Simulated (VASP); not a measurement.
A run of VASP 6.6.1 is set up as follows.

Contents of INCAR:

```
SYSTEM = TiSi5O12
ALGO = Normal
EDIFF = 1E-6
ENCUT = 520
GGA = PE
ISIF = 2
ISMEAR = 0
ISYM = 0
LASPH = .TRUE.
LCHARG = .TRUE.
LELF = .TRUE.
LREAL = Auto
LVHAR = .TRUE.
LWAVE = .FALSE.
NBANDS = 67
NELM = 60
PREC = Accurate
SIGMA = 0.1
```

File KPOINTS:

```
Automatic mesh
0
Gamma
  3 3 2
  0 0 0.5
```

POSCAR

```
TiSi5O12
1.0
    0.0294834783     -4.3092609512      2.7447398357
   -4.3092985053      0.0294902584      2.7447502666
   -4.2774412720     -4.2774172779     -2.7411087665
O Si Ti
12 5 1
Direct
    0.2312843813      0.2313092716      0.4606060905
    0.5499199329      0.5499400423      0.1498042874
    0.9137422200      0.9137625010      0.7861265885
    0.1009155168      0.1009538132      0.2076777181
    0.4184798078      0.4185174549      0.8821457453
    0.7822669004      0.7823021412      0.5185228400
    0.6400495486      0.0208363962      0.1618299510
    0.9814951017      0.3507502251      0.8341373948
    0.3113930509      0.6921820938      0.5064485192
    0.0208044669      0.6400864376      0.1618342331
    0.3507201286      0.9815350400      0.8341390737
    0.6921574343      0.3114206186      0.5064547995
    0.3324456771      0.3324911600      0.6677779848
    0.6661267939      0.6661480533      0.3341826450
   -0.0002315578      0.9997986634      0.0004898874
    0.3286153694      0.3286254811      0.1699681621
    0.0035804392      1.0036308453      0.4983186817
    0.6660985668      0.6661376035      0.8342181154
```

Potentials or basis: VASP PAW PBE potentials, release 64 (O, Si, Ti_sv).

The run is started by

```bash
$ cat potpaw_PBE.64/O/POTCAR potpaw_PBE.64/Si/POTCAR potpaw_PBE.64/Ti_sv/POTCAR > POTCAR
$ mpirun -np 1 vasp_std > vasp.out
```

(1) What does it give for the band gap on the k mesh?

(2) Estimate the largest force.

## Answers

(1) 2.12 eV.

(2) 0.050 eV/Å.

Caveat: the k points lie up to 0.52 Å⁻¹ apart; a shifted mesh leaves out Γ, where band edges can lie.
